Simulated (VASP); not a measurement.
# SnO in VASP: single point with PBE+D3(BJ)

Aim: the single point of SnO with PBE+D3(BJ).

All numbers are computed with VASP 6.6.1; they aren't measurements. Logs are shortened: lines on timing, memory, paths and dates and some standing lists are left out, and cuts for length are marked.

## Step 1: The cell of the first run

The cell holds a slab with vacuum, 8 atoms: a = 3.821 Å, b = 3.821 Å, c = 22.228 Å, α = 90.00°, β = 90.00°, γ = 90.00°.

## Step 2: Single point, PBE+D3(BJ) (layers slid over each other)

Input file INCAR:

```
ALGO     = Normal         # electronic algorithm
DIPOL    = 0.5 0.5 0.401
EDIFF    = 1E-7           # SCF threshold, eV
ENCUT    = 520            # plane-wave cutoff, eV
GGA      = PE             # functional
IDIPOL   = 3            
ISIF     = 2              # what is computed and relaxed
ISMEAR   = 0              # smearing method
IVDW     = 12             # dispersion correction
LASPH    = True           # aspherical terms in the spheres
LCHARG   = False          # write CHGCAR
LDIPOL   = True         
LREAL    = False          # projectors in reciprocal space
LWAVE    = False          # write WAVECAR
NBANDS   = 50             # bands
NELM     = 100            # most SCF steps
PREC     = Accurate       # precision mode
SIGMA    = 0.05           # smearing width, eV
```

Input file KPOINTS:

```
k-points
0
Gamma
  7 7 1
```

Input file POSCAR:

```
SnO
1.0
    3.8206509079      0.0000053603      0.0000000000
   -0.0000052472      3.8206509079      0.0000000000
    0.0000000000      0.0000000000     22.2280089981
Sn O
4 4
Direct
    0.9998502662      0.9998502662      0.2024472817
    0.4998491692      0.4998491692      0.3087997895
    0.7498491692      0.7498491692      0.4932517573
    1.2498502662      1.2498502662      0.5996042650
    0.9998512723      0.4998508145      0.2556235141
    0.4998508145      0.9998512723      0.2556235141
    0.7498481630      1.2498486208      0.5464279896
    1.2498486208      0.7498481630      0.5464279896
```

Potentials or basis: VASP PAW PBE potentials, release 64 (Sn_d, O).

The run is started by

```console
$ cat potpaw_PBE.64/Sn_d/POTCAR potpaw_PBE.64/O/POTCAR > POTCAR
$ mpirun -np 1 vasp_std > vasp.out
```

OUTCAR:

```text
EDIFF = 1E-7
   ENCUT = 520
   GGA = PE
   ISIF = 2
   ISMEAR = 0
   IVDW = 12
   LASPH = True
   LREAL = False
   NELM = 100
   PREC = Accurate
 IVDW          = 12

 ion  position               nearest neighbor table
   1  1.000  1.000  0.202-   5 2.25   6 2.25   5 2.25   6 2.25   2 3.59   2 3.59   2 3.59   2 3.59

   2  0.500  0.500  0.309-   6 2.25   5 2.25   6 2.25   5 2.25   1 3.59   1 3.59   1 3.59   1 3.59

   3  0.750  0.750  0.493-   7 2.25   8 2.25   7 2.25   8 2.25   4 3.59   4 3.59   4 3.59   4 3.59

   4  0.250  0.250  0.600-   8 2.25   7 2.25   8 2.25   7 2.25   3 3.59   3 3.59   3 3.59   3 3.59

   5  1.000  0.500  0.256-   2 2.25   1 2.25   1 2.25   2 2.25
   6  0.500  1.000  0.256-   2 2.25   1 2.25   1 2.25   2 2.25
   7  0.750  0.250  0.546-   4 2.25   3 2.25   3 2.25   4 2.25
   8  0.250  0.750  0.546-   4 2.25   3 2.25   3 2.25   4 2.25

  LATTYP: Found a simple tetragonal cell.
 ALAT       =     3.8206509079
 C/A-ratio  =     5.8178591905

  Lattice vectors:

 A1 = (   3.8206509079,   0.0000053603,   0.0000000000)
 A2 = (  -0.0000052472,   3.8206509079,   0.0000000000)
 A3 = (   0.0000000000,   0.0000000000,  22.2280089981)

Analysis of symmetry for initial positions (statically):
=====================================================================
 Subroutine PRICEL returns:
 Original cell was already a primitive cell.

 Routine SETGRP: Setting up the symmetry group for a
 simple tetragonal supercell.

 Subroutine GETGRP returns: Found  4 space group operations
 (whereof  2 operations were pure point group operations)
 out of a pool of 16 trial point group operations.

The static configuration has the point symmetry C_1h.
 The point group associated with its full space group is C_2h.

Analysis of symmetry for dynamics (positions and initial velocities):
=====================================================================
 Subroutine PRICEL returns:
 Original cell was already a primitive cell.

 Routine SETGRP: Setting up the symmetry group for a
 simple tetragonal supercell.

 Subroutine GETGRP returns: Found  4 space group operations
 (whereof  2 operations were pure point group operations)
 out of a pool of 16 trial point group operations.

The dynamic configuration has the point symmetry C_1h.
 The point group associated with its full space group is C_2h.

 Subroutine INISYM returns: Found  4 space group operations
 (whereof  2 operations are pure point group operations),
 and found     1 'primitive' translations

----------------------------------------------------------------------------------------

                                     Primitive cell

  volume of cell :     324.4705

  direct lattice vectors                    reciprocal lattice vectors
     3.820650908  0.000005360  0.000000000     0.261735506  0.000000359  0.000000000
    -0.000005247  3.820650908  0.000000000    -0.000000367  0.261735506  0.000000000
     0.000000000  0.000000000 22.228008998     0.000000000  0.000000000  0.044988285

  length of vectors
     3.820650908  3.820650908 22.228008998     0.261735506  0.261735506  0.044988285

  position of ions in fractional coordinates (direct lattice)
     0.999850266  0.999850266  0.202447282
     0.499849169  0.499849169  0.308799790
     0.749849169  0.749849169  0.493251757
     0.249850266  0.249850266  0.599604265
     0.999851272  0.499850815  0.255623514
     0.499850815  0.999851272  0.255623514
     0.749848163  0.249848621  0.546427990
     0.249848621  0.749848163  0.546427990

  ion indices of the primitive-cell ions
   primitive index   ion index
                 1           1
                 2           2
                 3           3
                 4           4
                 5           5
                 6           6
                 7           7
                 8           8

----------------------------------------------------------------------------------------

 KPOINTS: k-points

Automatic generation of k-mesh.
 Grid dimensions read from file:
 generate k-points for:    7    7    1

 Generating k-lattice:

  Cartesian coordinates                     Fractional coordinates (reciprocal lattice)
     0.037390787  0.000000051  0.000000000     0.142857143  0.000000000  0.000000000
    -0.000000052  0.037390787  0.000000000     0.000000000  0.142857143  0.000000000
     0.000000000  0.000000000  0.044988285     0.000000000  0.000000000  1.000000000

  Length of vectors
     0.037390787  0.037390787  0.044988285

  Shift w.r.t. Gamma in fractional coordinates (k-lattice)
     0.000000000  0.000000000  0.000000000

 Subroutine IBZKPT returns following result:
 ===========================================

 Found     16 irreducible k-points:

 Following reciprocal coordinates:
            Coordinates               Weight
  0.000000  0.000000  0.000000      1.000000
  0.142857  0.000000  0.000000      4.000000
  0.285714  0.000000  0.000000      4.000000
  0.428571  0.000000  0.000000      4.000000
  0.142857  0.142857  0.000000      2.000000
 -0.142857  0.142857  0.000000      2.000000
[... 8 lines left out ...]
  0.428571  0.428571  0.000000      2.000000
 -0.428571  0.428571  0.000000      2.000000
   k-points           NKPTS =     16   k-points in BZ     NKDIM =     16   number of bands    NBANDS=     50
   number of dos      NEDOS =    301   number of ions     NIONS =      8
   total plane-waves  NPLWV = 131712
   dimension x,y,z NGX =    28 NGY =   28 NGZ =  168
   dimension x,y,z NGXF=    56 NGYF=   56 NGZF=  336
   ions per type =               4   4
   NGX,Y,Z   is equivalent  to a cutoff of  12.18, 12.18, 12.56 a.u.
   NGXF,Y,Z  is equivalent  to a cutoff of  24.37, 24.37, 25.13 a.u.
 SYSTEM =  unknown system
   PREC   = accura    normal or accurate (medium, high low for compatibility)
   ISTART =      0    job   : 0-new  1-cont  2-samecut
   ICHARG =      2    charge: 1-file 2-atom 10-const
   ISPIN  =      1    spin polarized calculation?
   LNONCOLLINEAR =      F non collinear calculations
   LSORBIT =      F    spin-orbit coupling
   LASPH  =      T    aspherical Exc in radial PAW
   ENCUT  =  520.0 eV  38.22 Ry    6.18 a.u.   7.10  7.10 41.33*2*pi/ulx,y,z
   NELM   =    100;   NELMIN=  2; NELMDL= -5     # of ELM steps
   EDIFF  = 0.1E-06   stopping-criterion for ELM
   LREAL  =      F    real-space projection
   EDIFFG = 0.1E-05   stopping-criterion for IOM
   NSW    =      0    number of steps for IOM
   IBRION =     -1    ionic relax: 0-MD 1-quasi-New 2-CG
   NFREE  =      0    steps in history (QN), initial steepest desc. (CG)
   ISIF   =      2    stress and relaxation
   ISYM   =      2    0-nonsym 1-usesym 2-fastsym
   POTIM  = 0.5000    time-step for ionic-motion
   TEBEG  =    0.0;   TEEND  =   0.0 temperature during run
   PSTRESS=    0.0 pullay stress
   NELECT =      80.0000    total number of electrons
   NUPDOWN=      -1.0000    fix difference up-down
   EMIN   =  10.00;   EMAX   =-10.00  energy-range for DOS
   EFERMI =   0.00;   METHOD = LEGACY
   ISMEAR =     0;   SIGMA  =   0.05  broadening in eV -4-tet -1-fermi 0-gaus
   EFERMI_NEDOS =   21; number of points for ismear=-14 and -15
   IALGO  =     38    algorithm
   IMIX   =      4    mixing-type and parameters
     AMIX     =   0.40;   BMIX     =  1.00
     AMIX_MAG =   1.60;   BMIX_MAG =  1.00
  volume/ion in A,a.u.               =      40.56       273.70
  Fermi-wavevector in a.u.,A,eV,Ry     =   1.026549  1.939897 14.337861  1.053803
  Thomas-Fermi vector in A             =   2.160448
   LORBIT       =      0    0 simple, 1 ext, 2 COOP (PROOUT), +10 PAW based schemes
   GGA     = PE    functional components
   LHFCALC =     F    Hartree Fock is set to
   AEXX    =    0.0000 exact exchange contribution
   IVDW    =    12    specifies the selected vdW correction
   LEPSILON=     F    determine dielectric tensor
   LRPA    =     F    only Hartree local field effects (RPA)
 non-spin polarized calculation
 Gauss-broadening in eV      SIGMA  =   0.05
  energy-cutoff  :      520.00
  volume of cell :      324.47
 maximum number of plane-waves:      8769
   NGX = 15   NGY = 15   NGZ = 83

 dipolmoment           0.000000      0.000000     -0.000005 electrons x Angstroem

 number of electron      79.9999971 magnetization

 dipolmoment           0.000000      0.000000      0.000007 electrons x Angstroem

 Free energy of the ion-electron system (eV)
  ---------------------------------------------------
  ext. energy  EPLUGINS =         0.00000000
  ---------------------------------------------------
  free energy    TOTEN  =       -45.16325041 eV

  energy without entropy =      -45.16325041  energy(sigma->0) =      -45.16325041

 E-fermi :   0.0953     XC(G=0):  -5.3078

 val. band max:       -0.1819414815   @ k =  -0.1429   0.1429   0.0000
 cond. band min:       2.3330086268   @ k =   0.0000   0.0000   0.0000
 fundamental gap:      2.5149501083
 Fermi energy:         0.0953409898

 k-point     1 :       0.0000    0.0000    0.0000
  band No.  band energies     occupation
      1     -21.0530      2.00000
      2     -21.0530      2.00000
      3     -20.6938      2.00000
      4     -20.6938      2.00000
      5     -20.6561      2.00000
      6     -20.6561      2.00000
[... 42 lines left out ...]
     49       5.1353      0.00000
     50       5.1899      0.00000

 k-point     2 :       0.1429    0.0000    0.0000
  band No.  band energies     occupation
      1     -21.0441      2.00000
      2     -21.0440      2.00000
      3     -20.6944      2.00000
      4     -20.6943      2.00000
      5     -20.6578      2.00000
      6     -20.6578      2.00000
[... 42 lines left out ...]
     49       5.3084      0.00000
     50       5.4669      0.00000

 k-point     3 :       0.2857    0.0000    0.0000
  band No.  band energies     occupation
      1     -21.0192      2.00000
      2     -21.0191      2.00000
      3     -20.7901      2.00000
      4     -20.7900      2.00000
      5     -20.6621      2.00000
      6     -20.6621      2.00000
[... 42 lines left out ...]
     49       5.6156      0.00000
     50       5.8057      0.00000

 k-point     4 :       0.4286    0.0000    0.0000
  band No.  band energies     occupation
      1     -20.9754      2.00000
      2     -20.9753      2.00000
      3     -20.9008      2.00000
      4     -20.9006      2.00000
      5     -20.6652      2.00000
      6     -20.6651      2.00000
[... 575 lines left out ...]
 k-point    15 :       0.4286    0.4286    0.0000
  band No.  band energies     occupation
      1     -20.9942      2.00000
      2     -20.9937      2.00000
      3     -20.9800      2.00000
      4     -20.9798      2.00000
      5     -20.6608      2.00000
      6     -20.6605      2.00000
[... 42 lines left out ...]
     49       5.8988      0.00000
     50       6.3924      0.00000

 k-point    16 :      -0.4286    0.4286    0.0000
  band No.  band energies     occupation
      1     -20.9940      2.00000
      2     -20.9937      2.00000
      3     -20.9803      2.00000
      4     -20.9798      2.00000
      5     -20.6607      2.00000
      6     -20.6606      2.00000
[... 42 lines left out ...]
     49       5.9014      0.00000
     50       6.4656      0.00000

------------------------ aborting loop because EDIFF is reached ----------------------------------------

 vacuum level on the upper side and lower side of the slab       (xc-potential included)        -0.142        -0.139

 Edisp (eV)   -1.24605

 E8    (eV) :    -0.5510

  FORCE on cell =-STRESS in cart. coord.  units (eV):
  Direction    XX          YY          ZZ          XY          YZ          ZX
  --------------------------------------------------------------------------------------
  -------------------------------------------------------------------------------------
  Total       0.16916     0.16916    -0.06247     0.03402     0.23866     0.23866
  in kB       0.83527     0.83527    -0.30847     0.16801     1.17848     1.17848
  external pressure =        0.45 kB  Pullay stress =        0.00 kB

 VOLUME and BASIS-vectors are now :
 -----------------------------------------------------------------------------
  energy-cutoff  :      520.00
  volume of cell :      324.47
      direct lattice vectors                 reciprocal lattice vectors
     3.820650908  0.000005360  0.000000000     0.261735506  0.000000359  0.000000000
    -0.000005247  3.820650908  0.000000000    -0.000000367  0.261735506  0.000000000
     0.000000000  0.000000000 22.228008998     0.000000000  0.000000000  0.044988285

 POSITION                                       TOTAL-FORCE (eV/Angst)
 -----------------------------------------------------------------------------------
      3.82007      3.82008      4.50000        -0.004552     -0.004552     -0.068472
      1.90975      1.90975      6.86400        -0.024198     -0.024198      0.103291
      2.86491      2.86492     10.96400         0.024198      0.024198     -0.103291
      0.95459      0.95459     13.32801         0.004552      0.004552      0.068472
      3.82008      1.90976      5.68200        -0.024434      0.009145      0.006976
      1.90975      3.82009      5.68200         0.009145     -0.024434      0.006976
      2.86491      0.95459     12.14601        -0.009145      0.024434     -0.006976
      0.95458      2.86491     12.14601         0.024434     -0.009145     -0.006976
 -----------------------------------------------------------------------------------
    total drift:                                0.013496      0.013496      0.003407

  FREE ENERGIE OF THE ION-ELECTRON SYSTEM (eV)
  ---------------------------------------------------
  free  energy   TOTEN  =       -46.4093033829 eV

  energy  without entropy=      -46.4093033829  energy(sigma->0) =      -46.40930338

 vacuum level on the upper side and lower side of the slab         4.803         4.808
```

It took 3.5 min on 1 thread of Intel Xeon 6975P-C (Granite Rapids), shared host; peak memory 0.44 GiB.

What came out:

* Free energy: -46.4093 eV
* Largest force: 0.109 eV/Å
* Band gap on the k mesh: 2.51 eV (least direct gap 2.54 eV)
* Dispersion energy per atom: -0.156 eV

Forces in eV/Å, atoms in the order of the input:
```
Sn  -0.005 -0.005 -0.068
Sn  -0.024 -0.024  0.103
Sn   0.024  0.024 -0.103
Sn   0.005  0.005  0.068
O   -0.024  0.009  0.007
O    0.009 -0.024  0.007
O   -0.009  0.024 -0.007
O    0.024 -0.009 -0.007
```

Levels at points of the mesh, in eV from the valence-band top:
```
           k point  band 38  band 39  band 40  band 41  band 42  band 43
(0.00, 0.00, 0.00)    -1.96    -0.64    -0.03     2.51     2.85     2.85
```

Caveat: the cell differs from its parent crystal (layers slid over each other); spin-orbit coupling is left out, which moves the levels of the heavy elements.
